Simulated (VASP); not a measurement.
Here is a VASP 6.6.1 calculation.

File INCAR:

```
ALGO = Normal
EDIFF = 1E-6
ENCUT = 520
GGA = CA
ISIF = 2
ISMEAR = 0
LASPH = T
LCHARG = F
LREAL = F
LWAVE = F
NBANDS = 29
NELM = 100
PREC = Accurate
SIGMA = 0.05
```

File KPOINTS:

```
k-points
0
Gamma
  6 6 6
```

File POSCAR:

```
KZnF3
1.0
    4.0500000000      0.0000000000      0.0000000000
    0.0000000000      4.0500000000      0.0303750000
    0.0000000000      0.0303750000      4.0500000000
K Zn F
1 1 3
Direct
    0.0000000000      0.0000000000      0.0000000000
    0.5000000000      0.5000000000      0.5000000000
    0.5000000000      0.5000000000      0.0000000000
    0.0000000000      0.5000000000      0.5000000000
    0.5000000000      0.0000000000      0.5000000000
```

Potentials or basis: VASP PAW LDA potentials, release 64 (K_sv, Zn, F).

The run is started by

```sh
$ cat potpaw_LDA.64/K_sv/POTCAR potpaw_LDA.64/Zn/POTCAR potpaw_LDA.64/F/POTCAR > POTCAR
$ mpirun -np 1 vasp_std > vasp.out
```

(1) What does it give for the pressure?

(2) Predict the band gap on the k mesh.

Answers

(1) -4.4 GPa.

(2) 3.59 eV (least direct gap 5.37 eV).

Caveat: the cell differs from its parent crystal (strain +0.0150 x Voigt [0, 0, 0, 1, 0, 0]); the cell stands under tension.
